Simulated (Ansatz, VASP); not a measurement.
## Na: VASP beside Ansatz

```xyz
1
Lattice="-2.2234 2.2234 2.1175 2.2234 -2.2234 2.1175 2.2234 2.2234 -2.1175" Properties=species:S:1:pos:R:3 pbc="T T T"
Na    0.0000    0.0000    0.0000
```

Change from the starting cell: strain +0.050 along x and y, +0.000 along z, atoms carried along.

Alike in both runs: task single point; functional PBEsol; k mesh 16 × 16 × 16; occupations gaussian, width 0.15 eV; no spin polarisation.

|  | VASP | Ansatz |
| --- | --- | --- |
| version | VASP 6.6.1 | Ansatz 0.2.0 |
| potentials or method | VASP PAW PBE potentials, release 64 (Na_pv), cutoff 520 eV | scalar-relativistic, plane waves, PAW |
| valence electrons in the cell | 7 | 9 |

|  | VASP | Ansatz | Ansatz less VASP |
| --- | --- | --- | --- |
| gap on the k mesh at the Fermi level (eV) | none | none | - |
| pressure (GPa) | -0.9 | -0.9 | 0.00 |
| traceless stress, the component that is largest in VASP (GPa) | 0.05 | 0.05 | +0.001 |

VASP's potentials were made for PBE, not for PBEsol. A gap of «none» marks a metal or a gap that the smearing closes. VASP's potentials hold 7 valence electrons a cell and Ansatz's 9, so a difference there can come from the potentials and not from the codes.
